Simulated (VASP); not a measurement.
## Si2W (AlB2 type): relaxation of shape and atoms at fixed volume with PBE

Si2W (AlB2 type):

```
CELL_PARAMETERS angstrom
4.25647 0.00000 0.00000
-2.12824 3.68621 0.00000
0.00000 0.00000 2.54377
ATOMIC_POSITIONS crystal
W 0.00000 0.00000 0.00000
Si 0.33333 0.66667 0.50000
Si 0.66667 0.33333 0.50000
```

```yaml
Program: VASP 6.6.1
Task: relaxation of shape and atoms at fixed volume
Functional: PBE
Potentials_or_basis: VASP PAW PBE potentials, release 64 (W_sv, Si)
Cutoff: 600 eV
k_mesh: 10 × 10 × 8
Occupations: fermi-dirac, width 0.1 eV
Spin: no spin polarisation
Dipole_correction: no
Further_INCAR_settings: ALGO = Normal; EDIFF = 1e-06; IBRION = 2; EDIFFG = -0.005; NSW = 50; ISIF = 4
```

The energy gained by relaxing is 1.9 meV/atom, the ionic steps are 3 and the pressure after relaxing is 12.4 GPa. The band gap on the k mesh is zero (band 11 reaches 14.27 eV, above the bottom of band 12 at 10.69 eV).

Step by step:
| step | energy change (eV) | largest force (eV/Å) | pressure (GPa) | volume (Å³) |
| --- | --- | --- | --- | --- |
| 1 | 0.0000 | 0.0000 | 13.13 | 39.91 |
| 2 | -0.0051 | 0.0000 | 12.23 | 39.91 |
| 3 | -0.0057 | 0.0000 | 12.44 | 39.91 |

Final structure:
```
W Si
1.0
     4.23593    0.00000    0.00000
    -2.11796    3.66842    0.00000
     0.00000    0.00000    2.56851
W Si
1 2
Direct
  0.00000 0.00000 0.00000
  0.33333 0.66667 0.50000
  0.66667 0.33333 0.50000
```

Levels at points of the mesh, in eV from the Fermi level:
```csv
k point,band 8,band 9,band 10,band 11,band 12,band 13,band 14,band 15
"(0.00, 0.00, 0.00)",-5.21,-5.12,-1.45,-1.45,2.32,2.32,3.89,3.89
"(0.50, 0.00, 0.00)",-6.08,-3.29,-2.58,1.52,2.16,2.57,3.38,5.10
"(0.00, 0.00, 0.50)",-5.14,-2.32,-2.32,-1.88,-1.88,-1.12,1.41,5.80
"(0.50, 0.00, 0.50)",-6.11,-5.99,-0.87,-0.28,0.55,1.02,1.64,1.97
```

Run time: 110 s on 1 thread of AMD EPYC 9R45 (Zen 5), on a shared host, peak memory 0.17 GiB.

Caveat: spin-orbit coupling is left out, which moves the levels of the heavy elements.
